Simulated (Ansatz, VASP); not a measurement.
**Two plane-wave programs on C**

File INCAR:

```
PREC = Accurate
ENCUT = 520
EDIFF = 1E-6
ISMEAR = 0
SIGMA = 0.15
LREAL = False
LASPH = True
NELM = 100
ALGO = Normal
ISIF = 2
LWAVE = False
LCHARG = True
GGA = PS
LELF = True
LVHAR = True
NBANDS = 16
```

File KPOINTS:

```
Automatic mesh
0
Gamma
  18 18 6
```

The input POSCAR:

```
C
1.0
    1.3155378420     -2.1290849524      0.0000000000
    1.3155378420      2.1290849524      0.0000000000
    0.0000000000      0.0000000000      7.3778182888
C
4
Direct
    0.0833216498      0.9166783502      0.7498439858
    0.5833216498      0.4166783502      0.2501560142
    0.9166783502      0.0833216498      0.2501560142
    0.4166783502      0.5833216498      0.7498439858
```

Input for Ansatz:

```yaml
crystal:
  lattice:
    - [1.315537842, -2.1290849524, 0.0]
    - [1.315537842, 2.1290849524, 0.0]
    - [0.0, 0.0, 7.3778182888]
  atoms:
    - { symbol: C, position: [0.0833216498, 0.9166783502, 0.7498439858] }
    - { symbol: C, position: [0.5833216498, 0.4166783502, 0.2501560142] }
    - { symbol: C, position: [0.9166783502, 0.0833216498, 0.2501560142] }
    - { symbol: C, position: [0.4166783502, 0.5833216498, 0.7498439858] }
basis:
  ecutwfc: 520.0
kpoints:
  mp_grid: { grid: [18, 18, 6] }
hamiltonian:
  xc: pbesol
  pseudopotentials: { kind: paw, azcp: { folder: soft_1 } }
scf:
  occupations: { method: gaussian, width: 0.15 }
output:
  forces: true
  stress: true
  eigenvalues: true
```

Change from the starting cell: normal strain along x +0.0700, normal strain along y +0.0000.

Alike in both runs: task single point; functional PBEsol; k mesh 18 × 18 × 6; occupations gaussian, width 0.15 eV; no spin polarisation.

```csv
,VASP,Ansatz
version,VASP 6.6.1,Ansatz 0.2.0
potentials or method,"VASP PAW PBE potentials, release 64 (C), cutoff 520 eV","scalar-relativistic, plane waves, PAW"
valence electrons in the cell,16,16
```

|  | VASP | Ansatz | Ansatz less VASP |
| --- | --- | --- | --- |
| gap on the k mesh at the Fermi level (eV) | 0.28 | 0.28 | 0.000 |
| least direct gap on the mesh (eV) | 0.29 | 0.29 | -0.001 |
| pressure (GPa) | -20.8 | -21.4 | -0.54 |
| traceless stress, the component that is largest in VASP (GPa) | -33.77 | -33.97 | -0.199 |
| rms of the force components (eV/Å) | 0.243 | 0.230 | -0.0122 |

VASP's potentials were made for PBE, not for PBEsol, and Ansatz warns of the same on its side. Atom by atom the forces differ by 0.012 eV/Å (rms over components). With one functional, cell and mesh, what is left measures potentials, basis and numerics.
